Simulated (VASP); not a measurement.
Wanted: the native input for a VASP 6.6.1 run.

| Quantity | Value |
| --- | --- |
| Task | single point |
| Functional | PBE |
| Potentials or basis | VASP PAW PBE potentials, release 64 (Si, C) |
| Cutoff | 520 eV |
| k mesh | 6 × 6 × 2 |
| Occupations | gaussian, width 0.1 eV |
| Spin | collinear spin, ferromagnetic start |
| Starting moments | [0.0, 0.0, 1.0, 1.0, 1.0, 1.0] μB |
| Dipole correction | no |
| Further INCAR settings | ALGO = Normal; EDIFF = 1e-07; NBANDS = 25 |

The structure of SiC2 lies in POSCAR:

```
SiC2
1.0
    2.5605029934      0.0000000000      0.0000000000
   -1.2802514967      2.2174606388      0.0000000000
    0.0000000000      0.0000000000      8.9183377272
Si C
2 4
Direct
    0.3333333333      0.6666666667      0.7500000000
    0.6666666667      0.3333333333      0.2500000000
    0.3333333333      0.6666666667      0.9761136019
    0.3333333333      0.6666666667      0.5238863981
    0.6666666667      0.3333333333      0.4761136019
    0.6666666667      0.3333333333      0.0238863981
```

One way to write it, as run:

INCAR

```
SYSTEM = SiC2
PREC = Accurate
ENCUT = 520
EDIFF = 1E-7
ISMEAR = 0
SIGMA = 0.1
LREAL = .False.
LASPH = .True.
NELM = 150
ALGO = Normal
ISIF = 2
LWAVE = .False.
LCHARG = .True.
ISPIN = 2
MAGMOM = 0 0 1 1 1 1
LORBIT = 11
GGA = PE
LELF = .True.
LVHAR = .True.
NBANDS = 25
```

KPOINTS

```
Automatic mesh
0
Gamma
  6 6 2
  0 0 0
```

Potentials or basis: VASP PAW PBE potentials, release 64 (Si, C).

Run with:

```sh
$ cat potpaw_PBE.64/Si/POTCAR potpaw_PBE.64/C/POTCAR > POTCAR
$ mpirun -np 1 vasp_std > vasp.out
```

Results of the run:

```json
{
  "Pressure": "-0.1 GPa",
  "Largest force": "0.009 eV/Å",
  "Band gap on the k mesh": "zero (filled and empty bands overlap)",
  "Net moment": "0.00 μB per cell",
  "Valence electrons inside the program's atomic spheres": "Si 1.66; C 2.51"
}
```

Caveat: the k points lie up to 0.47 Å⁻¹ apart.

It took 21 s on 1 thread of Intel(R) Xeon(R) 6975P-C (Granite Rapids), on a shared host, peak memory 0.18 GiB.
